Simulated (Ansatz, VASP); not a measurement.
## Ni in VASP and in Ansatz

```
Ni
1.0
     3.93929    0.00000    0.00000
    -1.96964    3.41152    0.00000
     0.00000    0.00000    2.36684
Ni
3
Direct
  0.00000 0.00000 0.00000
  0.33333 0.66667 0.50000
  0.66667 0.33333 0.50000
```

Alike in both runs: task single point; functional r2SCAN; k mesh 10 × 10 × 15; occupations fermi-dirac, width 0.1 eV; no spin polarisation.

|  | VASP | Ansatz |
| --- | --- | --- |
| version | VASP 6.6.1 | Ansatz 0.2.0 |
| potentials or method | VASP PAW PBE potentials, release 64 (Ni), cutoff 520 eV | plane waves (500 eV) with PAW, scalar-relativistic |
| valence electrons in the cell | 30 | 54 |

Ansatz gave:

| Quantity | Value |
| --- | --- |
| pressure (GPa) | 0.0 |
| traceless stress, the component that is largest in VASP (GPa) | -0.08 |

Q: What did VASP give for the same quantities?

A: Pressure (GPa): 0.6; traceless stress, the component that is largest in VASP (GPa): -0.13.

VASP's potentials were made for PBE, not for r2SCAN. VASP's potentials hold 30 valence electrons a cell and Ansatz's 54, so a difference there can come from the potentials and not from the codes.
